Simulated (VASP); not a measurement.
## TaN: single point with PBE

The system is TaN.

```
CELL_PARAMETERS angstrom
0.00000 2.17900 2.17900
2.25527 0.00000 2.17900
2.25527 2.17900 0.00000
ATOMIC_POSITIONS crystal
Ta 0.50000 0.50000 0.50000
N 0.00000 0.00000 0.00000
```

This cell differs from its parent crystal: strain +0.0350 x Voigt [1, 0, 0, 0, 0, 0].

```
Program                : VASP 6.6.1
Task                   : single point
Functional             : PBE
Potentials or basis    : VASP PAW PBE potentials, release 64 (Ta_pv, N)
Cutoff                 : 600 eV
k mesh                 : 18 × 18 × 18
Occupations            : gaussian, width 0.15 eV
Spin                   : no spin polarisation
Dipole correction      : no
Further INCAR settings : ALGO = Normal; EDIFF = 1e-06; NBANDS = 15
```

| Item | Value |
| --- | --- |
| Pressure | 3.7 GPa |
| Band gap on the k mesh | zero (band 8 reaches 11.24 eV, above the bottom of band 9 at 7.53 eV) |

Stress tensor (GPa, compression positive):
```
-8.37  0.00  0.00
 0.00  9.74  0.00
 0.00  0.00  9.74
```

Levels at points of the mesh, in eV from the Fermi level:
| k point | band 6 | band 7 | band 8 | band 9 | band 10 | band 11 |
| --- | --- | --- | --- | --- | --- | --- |
| (0.00, 0.00, 0.00) | -3.77 | -3.77 | -2.36 | -1.95 | -1.95 | -0.40 |
| (0.50, 0.00, 0.00) | -7.56 | -7.54 | 1.77 | 1.91 | 2.09 | 3.78 |
| (0.50, 0.50, 0.00) | -5.44 | -4.74 | -4.63 | 2.02 | 3.26 | 3.74 |
| (0.00, 0.50, 0.50) | -5.39 | -4.52 | -4.52 | 2.08 | 3.48 | 3.48 |

It took 120 s on 1 thread of AMD EPYC 9R45 96-Core Processor (Zen 5), with other jobs on the host, peak memory 0.29 GiB.

Caveat: the cell differs from its parent crystal (strain +0.0350 x Voigt [1, 0, 0, 0, 0, 0]); spin-orbit coupling is left out, which moves the levels of the heavy elements.
